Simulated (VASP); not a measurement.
Write the native input for VASP 6.6.1 that does the following.

| Quantity | Value |
| --- | --- |
| Task | single point |
| Functional | HSE06 |
| Potentials or basis | VASP PAW PBE potentials, release 64 (Ba_sv, Hf_pv, O) |
| Cutoff | 520 eV |
| k mesh | 4 × 4 × 4 |
| Occupations | gaussian, width 0.01 eV |
| Spin | no spin polarisation |
| Dipole correction | no |
| Grid for exact exchange (PRECFOCK) | Fast |
| Further INCAR settings | ALGO = Normal; EDIFF = 1e-07; NBANDS = 27 |
| Screening parameter | 0.2079 1/Å |

The system is BaHfO3.

```
Ba Hf O
1.0
     4.09352    0.00000    0.00000
     0.00000    4.09352    0.00000
     0.00000    0.00000    4.09352
Ba Hf O
1 1 3
Direct
  0.00000 0.00000 0.00000
  0.50000 0.50000 0.50000
  0.50000 0.50000 0.00000
  0.50000 0.00000 0.50000
  0.00000 0.50000 0.50000
```

This cell differs from its parent crystal: strain -2.0%.

These files were run (other wordings do the same):

POSCAR

```
BaHfO3
1.0
    4.0935175954      0.0000000000      0.0000000000
    0.0000000000      4.0935175954      0.0000000000
    0.0000000000      0.0000000000      4.0935175954
Ba Hf O
1 1 3
Direct
    0.0000000000      0.0000000000      0.0000000000
    0.5000000000      0.5000000000      0.5000000000
    0.5000000000      0.5000000000      0.0000000000
    0.5000000000      0.0000000000      0.5000000000
    0.0000000000      0.5000000000      0.5000000000
```

INCAR.step1

```
SYSTEM = BaHfO3
  ALGO = Normal
  EDIFF = 1E-5
  ENCUT = 520
  GGA = PE
  ISIF = 2
  ISMEAR = 0
  LASPH = .TRUE.
  LCHARG = .FALSE.
  LREAL = .FALSE.
  LWAVE = .TRUE.
  NBANDS = 27
  NELM = 80
  PREC = Accurate
  SIGMA = 0.01
```

INCAR.step2

```
SYSTEM = BaHfO3
  ALGO = Normal
  EDIFF = 1E-7
  ENCUT = 520
  GGA = PE
  HFSCREEN = 0.2079
  ISIF = 2
  ISMEAR = 0
  ISTART = 1
  LASPH = .TRUE.
  LCHARG = .FALSE.
  LHFCALC = .TRUE.
  LREAL = .FALSE.
  LWAVE = .FALSE.
  NBANDS = 27
  NELM = 80
  PREC = Accurate
  PRECFOCK = Fast
  SIGMA = 0.01
```

KPOINTS

```
k-points
0
G
  4 4 4
  0 0 0
```

Potentials or basis: VASP PAW PBE potentials, release 64 (Ba_sv, Hf_pv, O).

Command:

```console
$ cat potpaw_PBE.64/Ba_sv/POTCAR potpaw_PBE.64/Hf_pv/POTCAR potpaw_PBE.64/O/POTCAR > POTCAR
$ cp INCAR.step1 INCAR
$ mpirun -np 1 vasp_std > vasp.out
$ cp INCAR.step2 INCAR
$ mpirun -np 1 vasp_std > vasp.out
```

It gave:

The pressure is 10.2 GPa and the band gap on the k mesh is 5.17 eV, indirect (least direct gap 5.36 eV).

Caveat: the cell differs from its parent crystal (strain -2.0%); the PAW data sets were made with another functional, which shifts forces and pressure a little; spin-orbit coupling is left out, which moves the levels of the heavy elements.

It took 20 min on 1 thread of Intel(R) Xeon(R) Platinum 8259CL CPU @ 2.50GHz (Skylake/Cascade Lake) (shared host), peak memory 0.3 GiB.
